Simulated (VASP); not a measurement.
Crystal: Ho2Sb2N.

```
Ho Sb N
1.0
     4.97829    0.00000    0.00000
     0.00000    4.97829    0.00000
     0.00000    0.00000    5.83606
Ho Sb N
2 2 1
Direct
  0.00000 0.50000 0.00000
  0.50000 0.00000 0.00000
  0.50000 0.50000 0.00000
  0.00000 0.00000 0.50000
  0.50000 0.50000 0.50000
```

The cell was generated, and may not be a known phase.

```yaml
Program: VASP 6.6.1
Task: relaxation of cell and atoms
Functional: PBE
Potentials_or_basis: VASP PAW PBE potentials, release 64 (Ho_3, Sb, N), 4f in core
Cutoff: 600 eV
k_mesh: 3 × 3 × 3
Occupations: gaussian, width 0.2 eV
Spin: no spin polarisation
```

At the start: pressure 12.5 GPa; volume 28.93 Å³/atom.

**Question.** Where does the relaxation end?

**Answer.** Over 9 steps the energy falls by 1495.4 meV/atom and the volume is 27.65 Å³/atom (-4.4 %); space group P4/mmm (No. 123, to 0.1 Å) before and after.

Step by step:
```tsv
step	energy change (eV)	largest force (eV/Å)	pressure (GPa)	volume (Å³)
1	0.0000	0.0000	12.47	144.64
2	-5.0154	0.0000	-9.86	188.40
3	-5.0106	0.0000	-8.61	181.41
4	-7.2563	0.0000	-2.82	146.86
5	-7.2670	0.0000	-3.51	148.48
6	-7.4731	0.0000	0.78	136.29
7	-7.4756	0.0000	0.29	137.38
8	-7.4755	0.0000	0.20	137.59
9	-7.4769	0.0000	-0.13	138.25
```

Final structure:
```
CELL_PARAMETERS angstrom
5.75667 0.00000 0.00000
0.00000 5.75667 0.00000
0.00000 0.00000 4.17182
ATOMIC_POSITIONS crystal
Ho 0.00000 0.50000 0.00000
Ho 0.50000 0.00000 0.00000
Sb 0.50000 0.50000 0.00000
Sb 0.00000 0.00000 0.50000
N 0.50000 0.50000 0.50000
```

Caveat: the k points lie up to 0.50 Å⁻¹ apart in the final cell, too coarse for converged energies and pressures of a metal; a cell axis changed by over 15 % at a fixed basis, so the end point is rough; the run has no spin polarisation, though such a crystal can be magnetic.
